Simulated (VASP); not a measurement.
C: single point with PBEsol

Crystal: C.

```xyz
4
Lattice="1.2669 0.7314 11.1500 -1.2669 0.7314 11.1500 0.0000 -1.4629 11.1500" Properties=species:S:1:pos:R:3 pbc="T T T"
C     0.0000    0.0000    1.6725
C     0.0000    0.0000   31.7775
C     0.0000    0.0000    9.4663
C     0.0000    0.0000   23.9837
```

This cell differs from its parent crystal: equal xx and yy strain of +3 %.

```yaml
Program: VASP 6.6.1
Task: single point
Functional: PBEsol
Potentials_or_basis: VASP PAW PBE potentials, release 64 (C)
Cutoff: 520 eV
k_mesh: 15 × 15 × 15
Occupations: fermi-dirac, width 0.08 eV
Spin: no spin polarisation
Dipole_correction: no
Further_INCAR_settings: ALGO = Normal; EDIFF = 1e-06; NBANDS = 16
```

The pressure is -12.9 GPa. The largest force is 0.197 eV/Å and the band gap on the k mesh is zero (filled and empty bands touch).

Forces on the atoms (eV/Å):
```
C    0.000  0.000  0.197
C    0.000  0.000 -0.197
C    0.000  0.000  0.152
C    0.000  0.000 -0.152
```

Stress tensor (GPa, compression positive):
```
-19.49   0.00   0.00
  0.00 -19.49   0.00
  0.00   0.00   0.33
```

Levels at points of the mesh, in eV from the Fermi level:
```tsv
k point	band 5	band 6	band 7	band 8	band 9	band 10	band 11	band 12
(0.00, 0.00, 0.00)	-3.01	-3.01	-3.00	-3.00	3.45	5.39	6.42	7.77
```

Run time: 91 min on 1 thread of Intel(R) Xeon(R) 6975P-C (Granite Rapids), with other jobs on the host, peak memory 1.1 GiB.

Caveat: the cell differs from its parent crystal (equal xx and yy strain of +3 %); the stress differs along the axes, from -19 to 0 GPa; this functional lacks dispersion, which binds layers or chains, so the pressure and a relaxed spacing across them are unreliable; the PAW data sets were made with another functional, which shifts forces and pressure a little.
